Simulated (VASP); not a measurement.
Here is a VASP 6.6.1 calculation.

The input INCAR:

```
ALGO     = Normal         # electronic algorithm
EDIFF    = 1E-7           # SCF threshold, eV
EDIFFG   = -0.02          # ionic threshold
ENCUT    = 500            # plane-wave cutoff, eV
GGA      = PE             # functional
GGA_COMPAT= F            
IBRION   = 2              # ionic algorithm
ISIF     = 3              # what is computed and relaxed
ISMEAR   = 0              # smearing method
IVDW     = 12             # dispersion correction
LASPH    = T              # aspherical terms in the spheres
LCHARG   = F              # write CHGCAR
LREAL    = F              # projectors in reciprocal space
LWAVE    = F              # write WAVECAR
NELM     = 120            # most SCF steps
NELMIN   = 4            
NSW      = 90             # ionic steps
PREC     = Accurate       # precision mode
SIGMA    = 0.02           # smearing width, eV
```

File KPOINTS:

```
k-points
0
Gamma
  2 6 6
```

POSCAR

```
GeSe
1.0
   10.7900000000      0.0000000000      0.0000000000
    0.0000000000      3.8200000000      0.0000000000
    0.0000000000      0.0000000000      4.3800000000
Ge Se
4 4
Direct
    0.1210000000      0.7500000000      0.8940000000
    0.6210000000      0.7500000000      0.6060000000
    0.3790000000      0.2500000000      0.3940000000
    0.8790000000      0.2500000000      0.1060000000
    0.8520000000      0.7500000000      0.4970000000
    0.3520000000      0.7500000000      0.0030000000
    0.6480000000      0.2500000000      0.9970000000
    0.1480000000      0.2500000000      0.5030000000
```

Potentials or basis: VASP PAW PBE potentials, release 64 (Ge_d, Se).

Run with:

```console
$ cat potpaw_PBE.64/Ge_d/POTCAR potpaw_PBE.64/Se/POTCAR > POTCAR
$ mpirun -np 1 vasp_std > vasp.out
```

Question: Predict the band gap on the k mesh.

Answer: 0.72 eV, indirect (least direct gap 0.88 eV).

Question: Predict the relaxed cell.

Answer: a = 10.979 Å, b = 3.873 Å, c = 4.435 Å, α = 90.00°, β = 90.00°, γ = 90.00°.

Question: Estimate the relaxed volume.

Answer: 23.57 Å³/atom.

Question: What does it give for the dispersion energy per atom?

Answer: -0.358 eV.

The path:
```tsv
step	energy change (eV)	largest force (eV/Å)	pressure (GPa)	volume (Å³)
1	0.0000	0.2359	3.37	180.53
2	-0.0407	0.3059	-2.43	193.24
3	-0.0854	0.1487	-0.09	187.94
4	-0.0855	0.1444	-0.02	187.79
5	-0.0901	0.0990	0.00	187.96
6	-0.0924	0.0582	0.04	188.17
7	-0.0925	0.0560	0.07	188.20
8	-0.0938	0.0387	-0.05	188.58
9	-0.0941	0.0350	-0.14	188.86
10	-0.0950	0.0467	0.09	188.42
11	-0.0950	0.0507	0.18	188.27
12	-0.0956	0.0426	0.14	188.33
13	-0.0964	0.0242	0.08	188.47
14	-0.0957	0.0237	-0.04	188.75
15	-0.0965	0.0157	0.04	188.55
```

A k mesh can miss the band edges. Zero-point motion and thermal expansion aren't in these numbers.
